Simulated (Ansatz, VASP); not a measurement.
LiF in VASP and in Ansatz

```
CELL_PARAMETERS angstrom
0.00000 2.02089 2.02089
2.02089 0.00000 2.02089
2.02089 2.02089 0.00000
ATOMIC_POSITIONS crystal
Li 0.00000 0.00000 0.00000
F 0.50000 0.50000 0.50000
```

Alike in both runs: task relaxation of the atoms; functional r2SCAN; k mesh 12 × 12 × 12; occupations fermi-dirac, width 0.02 eV; no spin polarisation.

|  | VASP | Ansatz |
| --- | --- | --- |
| version | VASP 6.6.1 | Ansatz 0.2.0 |
| potentials or method | VASP PAW PBE potentials, release 64 (Li_sv, F), cutoff 520 eV | PAW plane waves |
| valence electrons in the cell | 10 | 10 |

```csv
,VASP,Ansatz,Ansatz less VASP
"gap on the k mesh at the Fermi level, each at its own relaxed structure (eV)",10.16,9.97,-0.189
```

VASP's potentials were made for PBE, not for r2SCAN. Ansatz's warnings: stress scf threshold loose.

Noted on VASP's run: the cutoff is under 1.25 times that of the potentials, so the pressure is a little rough; the relaxation stopped at its first step, so nothing moved.
